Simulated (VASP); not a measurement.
A run of VASP 6.6.1 is set up as follows.

Contents of INCAR:

```
  ALGO = Fast
  EDIFF = 1E-6
  ENCUT = 520
  GGA = PE
  ISIF = 2
  ISMEAR = -1
  LASPH = True
  LCHARG = True
  LELF = True
  LREAL = False
  LVHAR = True
  LWAVE = False
  NBANDS = 18
  NELM = 100
  PREC = Accurate
  SIGMA = 0.15
```

The input KPOINTS:

```
k-points
0
Gamma
  12 12 12
```

File POSCAR:

```
RbNa2
1.0
    2.1763521467      1.2565174978      9.8809857698
   -2.1763521467      1.2565174978      9.8809857698
    0.0000000000     -2.5130349955      9.8809857698
Rb Na
1 2
Direct
    0.0000000000      0.0000000000      0.0000000000
    0.2125333024      0.2125333024      0.2125333024
    0.7874666976      0.7874666976      0.7874666976
```

Potentials or basis: VASP PAW PBE potentials, release 64 (Rb_sv, Na_pv).

The run is started by

```console
$ cat potpaw_PBE.64/Rb_sv/POTCAR potpaw_PBE.64/Na_pv/POTCAR > POTCAR
$ mpirun -np 1 vasp_std > vasp.out
```

Question: Predict the pressure.

Answer: 0.0 GPa.

Question: What does it give for the band gap on the k mesh?

Answer: Zero (an odd number of electrons rules out a gap without spin polarisation).
